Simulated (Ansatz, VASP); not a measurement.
# One calculation of Sb, two programs

The input INCAR:

```
SYSTEM = Sb
ALGO = Normal ; EDIFF = 1E-8
ENCUT = 520 ; GGA = PE
ISIF = 2 ; ISMEAR = -1
LASPH = .TRUE. ; LCHARG = .FALSE.
LEFG = .TRUE. ; LREAL = .FALSE.
LWAVE = .FALSE. ; NBANDS = 8
NELM = 60 ; PREC = Accurate
SIGMA = 0.05
```

Contents of KPOINTS:

```
k-points
0
G
  13 13 13
  0 0 0
```

The input POSCAR:

```
Sb
1.0
    3.1494313592      0.0000000000      0.0000000000
    0.0000000000      3.1494313592      0.0000000000
    0.0000000000      0.0000000000      3.1494313592
Sb
1
Direct
    0.0000000000      0.0000000000      0.0000000000
```

Input for Ansatz:

```yaml
crystal:
  lattice:
    - [3.1494313592, 0.0, 0.0]
    - [0.0, 3.1494313592, 0.0]
    - [0.0, 0.0, 3.1494313592]
  atoms:
    - { symbol: Sb, position: [0.0, 0.0, 0.0] }
kpoints:
  mp_grid: { grid: [13, 13, 13] }
scf:
  occupations: { method: fermi_dirac, width: 0.05 }
hamiltonian:
  xc: pbe
  pseudopotentials: { kind: all_electron, datasets: crystal }
output:
  forces: true
  stress: true
  eigenvalues: true
  efg: { contact_densities: true }
```

Change from the starting cell: volume scaled by 0.99, crystal datasets.

Alike in both runs: task electric field gradients; functional PBE; k mesh 13 × 13 × 13; occupations fermi-dirac, width 0.05 eV; no spin polarisation.

|  | VASP | Ansatz |
| --- | --- | --- |
| version | VASP 6.6.1 | Ansatz 0.2.0 |
| potentials or method | VASP PAW PBE potentials, release 64 (Sb), cutoff 520 eV | all-electron PAW with datasets made for the crystal, scalar-relativistic |

VASP gave:

```
pressure (GPa) : -2.1
```

Question: What did Ansatz give for the same quantities?

Answer: Pressure (GPa): -2.0.

Ansatz ran all-electron here, and VASP with PAW potentials.

Spin-orbit coupling is off throughout.
